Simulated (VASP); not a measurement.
The system is MgO.

```
CELL_PARAMETERS angstrom
2.62335 0.00000 0.00000
0.00000 2.62335 0.00000
0.00000 0.00000 2.62335
ATOMIC_POSITIONS crystal
Mg 0.00000 0.00000 0.00000
O 0.50000 0.50000 0.50000
```

Base run:

- Program: VASP 6.6.1
- Functional: r2SCAN
- Potentials or basis: VASP PAW PBE potentials, release 64 (Mg, O)
- Cutoff: 520 eV
- k mesh: 6 × 6 × 6
- Occupations: gaussian, width 0.01 eV
- Spin: no spin polarisation

Its results: band gap on the k mesh 3.45 eV (least direct gap 4.51 eV); pressure -1.2 GPa.

Q: The run is repeated on the same cell with these changes: functional from r2SCAN to PBE-based screened hybrid with 15 % exact exchange; k mesh from 6 × 6 × 6 to 4 × 4 × 4. What comes out?

A: Band gap on the k mesh 3.75 eV (least direct gap 4.83 eV); pressure 1.3 GPa.

Several settings changed at once.

Caveats: some runs use coarse meshes; the structure was generated, so it needn't be the stable form of MgO; the PAW data sets were made with another functional, which shifts forces and pressure a little.

A k mesh can miss the band edges.
